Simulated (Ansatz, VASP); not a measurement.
**InAs: VASP beside Ansatz**

```xyz
2
Lattice="0.0000 3.0881 3.0881 3.0881 0.0000 3.0881 3.0881 3.0881 0.0000" Properties=species:S:1:pos:R:3 pbc="T T T"
In    0.0000    0.0000    0.0000
As    4.6321    4.6321    4.6321
```

Change from the starting cell: species swapped into the ZnS type (F-43m, No. 216).

Alike in both runs: functional PBE; k mesh 6 × 6 × 6; occupations gaussian, width 0.2 eV; no spin polarisation.

Ansatz relaxed the structure, and its values are those at the end. VASP's run is a single point on that final structure, the one shown.

|  | VASP | Ansatz |
| --- | --- | --- |
| version | VASP 6.6.1 | Ansatz 0.2.0 |
| potentials or method | VASP PAW PBE potentials, release 64 (In_d, As), cutoff 500 eV | scalar-relativistic, plane waves, PAW |
| valence electrons in the cell | 18 | 28 |

|  | VASP | Ansatz | Ansatz less VASP |
| --- | --- | --- | --- |
| gap on the k mesh at the Fermi level (eV) | none | none | - |
| pressure (GPa) | 0.4 | 0.3 | -0.05 |

A gap of «none» marks a metal or a gap that the smearing closes. VASP's potentials hold 18 valence electrons a cell and Ansatz's 28, so a difference there can come from the potentials and not from the codes.
